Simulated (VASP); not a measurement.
The system is GaGe3.

```
Ge Ga
1.0
     0.00000    3.40960    3.40960
     3.40960    0.00000    3.40960
     3.40960    3.40960    0.00000
Ge Ga
3 1
Direct
  0.50000 0.50000 0.50000
  0.75000 0.75000 0.75000
  0.25000 0.25000 0.25000
  0.00000 0.00000 0.00000
```

Program: VASP 6.6.1. Alike in all runs: task single point; no spin polarisation; cell as given; k mesh 7 × 7 × 7; cutoff (eV) 520; smearing fermi-dirac 0.05 eV.

Problem. Order these runs on this cell by their pressure, lowest first.
A. level PBE; potentials or basis VASP PAW PBE potentials, release 64 (Ge_d, Ga_d)
B. level LDA; potentials or basis VASP PAW LDA potentials, release 64 (Ge_d, Ga_d)
C. level r2SCAN; potentials or basis VASP PAW PBE potentials, release 64 (Ge_d, Ga_d)

Solution. B (-6.2 GPa), C (-3.7 GPa), A (-1.5 GPa).

Caveats: the PAW data sets were made with another functional, which shifts forces and pressure a little (some runs).
